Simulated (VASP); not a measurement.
Input of a VASP 6.6.1 run:

File INCAR:

```
  ALGO = Normal
  EDIFF = 1E-6
  ENCUT = 500
  GGA = PE
  GGA_COMPAT = False
  ISIF = 2
  ISMEAR = 0
  LASPH = True
  LCHARG = True
  LELF = True
  LMAXMIX = 6
  LREAL = False
  LVHAR = True
  LWAVE = False
  NBANDS = 33
  NELM = 200
  PREC = Accurate
  SIGMA = 0.1
```

Contents of KPOINTS:

```
k-points
0
Gamma
  12 12 12
```

The input POSCAR:

```
NdMo
1.0
    2.1563426108      1.2449649868      6.6088491651
   -2.1563426108      1.2449649868      6.6088491651
    0.0000000000     -2.4899299736      6.6088491651
Nd Mo
2 2
Direct
    0.0996520877      0.0996520877      0.0996520877
    0.9003479123      0.9003479123      0.9003479123
    0.6807433627      0.6807433627      0.6807433627
    0.3192566373      0.3192566373      0.3192566373
```

Potentials or basis: VASP PAW PBE potentials, release 64 (Nd_3, Mo_sv), 4f in core.

The run is started by

```console
$ cat potpaw_PBE.64/Nd_3/POTCAR potpaw_PBE.64/Mo_sv/POTCAR > POTCAR
$ mpirun -np 1 vasp_std > vasp.out
```

Task: Predict the pressure.

Result: 0.2 GPa.

Task: Predict the largest force.

Result: 0.034 eV/Å.

Task: Predict the band gap on the k mesh.

Result: Zero (bands 25 and 26 overlap by 0.83 eV).

Forces in eV/Å, atoms in the order of the input:
```
Nd   0.000  0.000  0.014
Nd   0.000  0.000 -0.014
Mo   0.000  0.000  0.034
Mo   0.000  0.000 -0.034
```

Caveat: spin-orbit coupling is left out, which moves the levels of the heavy elements; the 4f electrons are frozen in the core, so they carry no moment and show no levels. Spin polarisation is off, so any magnetic state and its effect on volume and gap are missing.
